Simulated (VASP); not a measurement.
# AgBr (Fm-3m) in VASP: notebook, part 2 of 3

VASP 6.6.1. Earlier steps stand in the parts before.

## Step 3: Single point, RPBE+D4

This run uses another cell than the first one, of 22.22 Å³/atom, 0.940 times its volume.

Input file INCAR:

```
  PREC = Accurate
  ENCUT = 500
  EDIFF = 1E-6
  ISMEAR = -1
  SIGMA = 0.05
  LREAL = F
  LASPH = T
  NELM = 120
  ALGO = Normal
  ISIF = 2
  LWAVE = F
  LCHARG = F
  GGA = RP
  IVDW = 13
  NBANDS = 16
  GGA_COMPAT = F
```

Input file KPOINTS:

```
Automatic mesh
0
Gamma
  8 8 8
```

Input file POSCAR:

```
AgBr
1.0
    0.0000000000      2.8115590699      2.8115590699
    2.8115590699      0.0000000000      2.8115590699
    2.8115590699      2.8115590699      0.0000000000
Ag Br
1 1
Direct
    0.0000000000      0.0000000000      0.0000000000
    0.5000000000      0.5000000000      0.5000000000
```

Potentials or basis: VASP PAW PBE potentials, release 64 (Ag, Br).

Started as:

```
> cat potpaw_PBE.64/Ag/POTCAR potpaw_PBE.64/Br/POTCAR > POTCAR
> mpirun -np 1 vasp_std > vasp.out
```

OUTCAR:

```text
PREC = Accurate
   ENCUT = 500
   EDIFF = 1E-6
   ISMEAR = -1
   LREAL = F
   LASPH = T
   NELM = 120
   ISIF = 2
   GGA = RP
   IVDW = 13

 ion  position               nearest neighbor table
   1  0.000  0.000  0.000-   2 2.81   2 2.81   2 2.81   2 2.81   2 2.81   2 2.81
   2  0.500  0.500  0.500-   1 2.81   1 2.81   1 2.81   1 2.81   1 2.81   1 2.81

  LATTYP: Found a face centered cubic cell.
 ALAT       =     5.6231181398

  Lattice vectors:

 A1 = (   0.0000000000,   2.8115590699,   2.8115590699)
 A2 = (   2.8115590699,   0.0000000000,   2.8115590699)
 A3 = (   2.8115590699,   2.8115590699,   0.0000000000)

Analysis of symmetry for initial positions (statically):
=====================================================================
 Subroutine PRICEL returns:
 Original cell was already a primitive cell.

 Routine SETGRP: Setting up the symmetry group for a
 face centered cubic supercell.

 Subroutine GETGRP returns: Found 48 space group operations
 (whereof 48 operations were pure point group operations)
 out of a pool of 48 trial point group operations.

The static configuration has the point symmetry O_h .

Analysis of symmetry for dynamics (positions and initial velocities):
=====================================================================
 Subroutine PRICEL returns:
 Original cell was already a primitive cell.

 Routine SETGRP: Setting up the symmetry group for a
 face centered cubic supercell.

 Subroutine GETGRP returns: Found 48 space group operations
 (whereof 48 operations were pure point group operations)
 out of a pool of 48 trial point group operations.

The dynamic configuration has the point symmetry O_h .

 Subroutine INISYM returns: Found 48 space group operations
 (whereof 48 operations are pure point group operations),
 and found     1 'primitive' translations

----------------------------------------------------------------------------------------

                                     Primitive cell

  volume of cell :      44.4500

  direct lattice vectors                    reciprocal lattice vectors
     0.000000000  2.811559070  2.811559070    -0.177837274  0.177837274  0.177837274
     2.811559070  0.000000000  2.811559070     0.177837274 -0.177837274  0.177837274
     2.811559070  2.811559070  0.000000000     0.177837274  0.177837274 -0.177837274

  length of vectors
     3.976144968  3.976144968  3.976144968     0.308023194  0.308023194  0.308023194

  position of ions in fractional coordinates (direct lattice)
     0.000000000  0.000000000  0.000000000
     0.500000000  0.500000000  0.500000000

  ion indices of the primitive-cell ions
   primitive index   ion index
                 1           1
                 2           2

----------------------------------------------------------------------------------------

 KPOINTS: Automatic mesh

Automatic generation of k-mesh.
 Grid dimensions read from file:
 generate k-points for:    8    8    8

 Generating k-lattice:

  Cartesian coordinates                     Fractional coordinates (reciprocal lattice)
    -0.022229659  0.022229659  0.022229659     0.125000000  0.000000000  0.000000000
     0.022229659 -0.022229659  0.022229659     0.000000000  0.125000000  0.000000000
     0.022229659  0.022229659 -0.022229659     0.000000000  0.000000000  0.125000000

  Length of vectors
     0.038502899  0.038502899  0.038502899

  Shift w.r.t. Gamma in fractional coordinates (k-lattice)
     0.000000000  0.000000000  0.000000000

 Subroutine IBZKPT returns following result:
 ===========================================

 Found     29 irreducible k-points:

 Following reciprocal coordinates:
            Coordinates               Weight
  0.000000  0.000000  0.000000      1.000000
  0.125000  0.000000  0.000000      8.000000
  0.250000  0.000000  0.000000      8.000000
  0.375000  0.000000  0.000000      8.000000
  0.500000  0.000000  0.000000      4.000000
  0.125000  0.125000  0.000000      6.000000
[... 16 lines left out ...]
  0.500000  0.250000  0.125000     48.000000
 -0.375000  0.250000  0.125000     24.000000
 [... further k-points ...]
   k-points           NKPTS =     29   k-points in BZ     NKDIM =     29   number of bands    NBANDS=     16
   number of dos      NEDOS =    301   number of ions     NIONS =      2
   total plane-waves  NPLWV =  27000
   dimension x,y,z NGX =    30 NGY =   30 NGZ =   30
   dimension x,y,z NGXF=    60 NGYF=   60 NGZF=   60
   ions per type =               1   1
   NGX,Y,Z   is equivalent  to a cutoff of  12.54, 12.54, 12.54 a.u.
   NGXF,Y,Z  is equivalent  to a cutoff of  25.09, 25.09, 25.09 a.u.
 SYSTEM =  unknown system
   PREC   = accura    normal or accurate (medium, high low for compatibility)
   ISTART =      0    job   : 0-new  1-cont  2-samecut
   ICHARG =      2    charge: 1-file 2-atom 10-const
   ISPIN  =      1    spin polarized calculation?
   LNONCOLLINEAR =      F non collinear calculations
   LSORBIT =      F    spin-orbit coupling
   LASPH  =      T    aspherical Exc in radial PAW
   ENCUT  =  500.0 eV  36.75 Ry    6.06 a.u.   7.25  7.25  7.25*2*pi/ulx,y,z
   NELM   =    120;   NELMIN=  2; NELMDL= -5     # of ELM steps
   EDIFF  = 0.1E-05   stopping-criterion for ELM
   LREAL  =      F    real-space projection
   EDIFFG = 0.1E-04   stopping-criterion for IOM
   NSW    =      0    number of steps for IOM
   IBRION =     -1    ionic relax: 0-MD 1-quasi-New 2-CG
   NFREE  =      0    steps in history (QN), initial steepest desc. (CG)
   ISIF   =      2    stress and relaxation
   ISYM   =      2    0-nonsym 1-usesym 2-fastsym
   POTIM  = 0.5000    time-step for ionic-motion
   TEBEG  =    0.0;   TEEND  =   0.0 temperature during run
   PSTRESS=    0.0 pullay stress
   NELECT =      18.0000    total number of electrons
   NUPDOWN=      -1.0000    fix difference up-down
   EMIN   =  10.00;   EMAX   =-10.00  energy-range for DOS
   EFERMI =   0.00;   METHOD = LEGACY
   ISMEAR =    -1;   SIGMA  =   0.05  broadening in eV -4-tet -1-fermi 0-gaus
   EFERMI_NEDOS =   21; number of points for ismear=-14 and -15
   IALGO  =     38    algorithm
   IMIX   =      4    mixing-type and parameters
     AMIX     =   0.40;   BMIX     =  1.00
     AMIX_MAG =   1.60;   BMIX_MAG =  1.00
  volume/ion in A,a.u.               =      22.22       149.98
  Fermi-wavevector in a.u.,A,eV,Ry     =   1.211179  2.288797 19.959140  1.466955
  Thomas-Fermi vector in A             =   2.346703
   LORBIT       =      0    0 simple, 1 ext, 2 COOP (PROOUT), +10 PAW based schemes
   GGA     = RP    functional components
   LHFCALC =     F    Hartree Fock is set to
   AEXX    =    0.0000 exact exchange contribution
   IVDW    =    13    specifies the selected vdW correction
   LEPSILON=     F    determine dielectric tensor
   LRPA    =     F    only Hartree local field effects (RPA)
 non-spin polarized calculation
  energy-cutoff  :      500.00
  volume of cell :       44.45
 maximum number of plane-waves:      1158
 NGX is ok and might be reduce to    30
   NGX = 15   NGY = 15   NGZ = 15

 number of electron      17.9999998 magnetization

 Free energy of the ion-electron system (eV)
  ---------------------------------------------------
  ext. energy  EPLUGINS =         0.00000000
  ---------------------------------------------------
  free energy    TOTEN  =        -4.09999884 eV

  energy without entropy =       -4.09999489  energy(sigma->0) =       -4.09999686

 E-fermi :   5.0121     XC(G=0):  -9.9896

 val. band max:        4.5271900700   @ k =   0.5000   0.0000   0.0000
 cond. band min:       5.3551450820   @ k =   0.0000   0.0000   0.0000
 fundamental gap:      0.8279550120
 Fermi energy:         5.0121264049

 k-point     1 :       0.0000    0.0000    0.0000
  band No.  band energies     occupation
      1     -10.9467      2.00000
      2       1.4723      2.00000
      3       1.4723      2.00000
      4       1.4723      2.00000
      5       1.4728      2.00000
      6       1.4728      2.00000
[... 8 lines left out ...]
     15      16.7140      0.00000
     16      16.7140      0.00000
[... 419 lines left out ...]
 k-point    24 :      -0.3750    0.2500    0.1250
  band No.  band energies     occupation
      1     -10.3779      2.00000
      2      -0.7775      2.00000
      3       0.0377      2.00000
      4       0.0789      2.00000
      5       1.7729      2.00000
      6       1.8328      2.00000
[... 8 lines left out ...]
     15      17.4284      0.00000
     16      19.0955      0.00000

 [... further k-points ...]

------------------------ aborting loop because EDIFF is reached ----------------------------------------

  DFT-D4 for vdW energy calculation

  Edisp (eV):   -1.58534

  FORCE on cell =-STRESS in cart. coord.  units (eV):
  Direction    XX          YY          ZZ          XY          YZ          ZX
  --------------------------------------------------------------------------------------
  -------------------------------------------------------------------------------------
  Total       0.81330     0.81330     0.81330     0.00000    -0.00000     0.00000
  in kB      29.31500    29.31500    29.31500     0.00000    -0.00000     0.00000
  external pressure =       29.31 kB  Pullay stress =        0.00 kB

 VOLUME and BASIS-vectors are now :
 -----------------------------------------------------------------------------
  energy-cutoff  :      500.00
  volume of cell :       44.45
      direct lattice vectors                 reciprocal lattice vectors
     0.000000000  2.811559070  2.811559070    -0.177837274  0.177837274  0.177837274
     2.811559070  0.000000000  2.811559070     0.177837274 -0.177837274  0.177837274
     2.811559070  2.811559070  0.000000000     0.177837274  0.177837274 -0.177837274

 POSITION                                       TOTAL-FORCE (eV/Angst)
 -----------------------------------------------------------------------------------
      0.00000      0.00000      0.00000         0.000000      0.000000      0.000000
      2.81156      2.81156      2.81156        -0.000000     -0.000000     -0.000000
 -----------------------------------------------------------------------------------
    total drift:                               -0.000000      0.000000      0.000000

  FREE ENERGIE OF THE ION-ELECTRON SYSTEM (eV)
  ---------------------------------------------------
  free  energy   TOTEN  =        -5.6853424164 eV

  energy  without entropy=       -5.6853384607  energy(sigma->0) =       -5.68534044
```

OSZICAR:

```text
N       E                     dE             d eps       ncg     rms          rms(c)
DAV:   1     0.985450214723E+02    0.98545E+02   -0.83295E+03   928   0.982E+02
DAV:   2    -0.810710713055E+00   -0.99356E+02   -0.92266E+02  1160   0.214E+02
DAV:   3    -0.418420743008E+01   -0.33735E+01   -0.33670E+01  1152   0.414E+01
DAV:   4    -0.420171423935E+01   -0.17507E-01   -0.17506E-01  1160   0.318E+00
DAV:   5    -0.420188264017E+01   -0.16840E-03   -0.16840E-03  1160   0.305E-01    0.700E+00
DAV:   6    -0.410310440234E+01    0.98778E-01   -0.13574E-01  1080   0.535E+00    0.455E+00
DAV:   7    -0.409914982005E+01    0.39546E-02   -0.71232E-02  1024   0.178E+00    0.150E+00
DAV:   8    -0.409980161737E+01   -0.65180E-03   -0.42130E-03  1104   0.676E-01    0.251E-01
DAV:   9    -0.409992527434E+01   -0.12366E-03   -0.76496E-04  1120   0.227E-01    0.338E-02
DAV:  10    -0.409997827139E+01   -0.52997E-04   -0.42432E-05  1176   0.737E-02    0.165E-02
DAV:  11    -0.409999856262E+01   -0.20291E-04   -0.32750E-05  1032   0.423E-02    0.616E-03
DAV:  12    -0.409999884277E+01   -0.28016E-06   -0.10511E-06   824   0.752E-03
   1 F= -.56853424E+01 E0= -.56853404E+01  d E =-.395569E-05
```

stdout:

```text
POSCAR found type information on POSCAR AgBr
 POSCAR found :  2 types and       2 ions
 scaLAPACK will be used
 -----------------------------------------------------------------------------
|                                                                             |
|                                                                             |
|     You enforced a specific xc type in the INCAR file but a different       |
|     I HOPE YOU KNOW WHAT YOU ARE DOING!                                     |
|                                                                             |
 -----------------------------------------------------------------------------

 LDA part: xc-table for (Slater+PW92), standard interpolation
 POSCAR, INCAR and KPOINTS ok, starting setup
 FFT: planning ... GRIDC
 FFT: planning ... GRID_SOFT
 FFT: planning ... GRID
 WAVECAR not read
 entering main loop
```

Run time: 18 s. Hardware: 1 thread of Intel Xeon Platinum 8488C (Sapphire Rapids), shared host; peak memory 0.17 GiB.

Results:

* Free energy: -5.6853 eV
* Pressure: 2.9 GPa
* Band gap on the k mesh: 0.83 eV, indirect (least direct gap 3.00 eV)
* Dispersion energy per atom: -0.793 eV

Levels at points of the mesh, in eV from the valence-band top:
```
           k point  band 7  band 8  band 9  band 10  band 11  band 12
(0.00, 0.00, 0.00)   -2.17   -2.17   -2.17     0.83     9.94     9.94
(0.50, 0.00, 0.00)   -2.33    0.00    0.00     3.70     6.72     6.72
(0.50, 0.50, 0.00)   -2.58   -2.58   -2.43     1.58     7.04     9.47
```

Caveat: the PAW data sets were made with another functional, which shifts forces and pressure a little. A k mesh can miss the band edges.

## Step 4: Single point, BLYP

This run uses another cell than the first one, of 22.22 Å³/atom, 0.940 times its volume.

Input file INCAR:

```
SYSTEM = AgBr
PREC = Accurate
ENCUT = 500
EDIFF = 1E-6
ISMEAR = -1
SIGMA = 0.05
LREAL = .FALSE.
LASPH = .TRUE.
NELM = 120
ALGO = Normal
ISIF = 2
LWAVE = .FALSE.
LCHARG = .FALSE.
GGA = B5
ALDAX = 1.0
AGGAX = 1.0
AGGAC = 1.0
ALDAC = 0.0
NBANDS = 16
GGA_COMPAT = .FALSE.
```

Input file KPOINTS:

```
Automatic mesh
0
G
  8 8 8
  0 0 0
```

POSCAR is that of step 3.

Started as:

```
> cat potpaw_PBE.64/Ag/POTCAR potpaw_PBE.64/Br/POTCAR > POTCAR
> mpirun -np 1 vasp_std > vasp.out
```

Run time: 25 s. Hardware: 1 thread of Intel Xeon Platinum 8488C (Sapphire Rapids), shared host; peak memory 0.17 GiB.

It converged, with:

```yaml
Free_energy: -4.0059 eV
Pressure: 10.6 GPa
Band_gap_on_the_k_mesh: 0.76 eV, indirect (least direct gap 2.89 eV)
```

Levels at points of the mesh, in eV from the valence-band top:
| k point | band 6 | band 7 | band 8 | band 9 | band 10 | band 11 | band 12 | band 13 |
| --- | --- | --- | --- | --- | --- | --- | --- | --- |
| (0.00, 0.00, 0.00) | -3.11 | -2.13 | -2.13 | -2.13 | 0.76 | 10.10 | 10.10 | 10.10 |
| (0.50, 0.00, 0.00) | -2.76 | -2.38 | 0.00 | 0.00 | 3.78 | 6.73 | 6.73 | 6.90 |
| (0.50, 0.50, 0.00) | -2.92 | -2.64 | -2.64 | -2.49 | 1.45 | 7.24 | 9.51 | 11.39 |

Caveat: the PAW data sets were made with another functional, which shifts forces and pressure a little. A k mesh can miss the band edges.

(Part 2 of 3 ends here.)
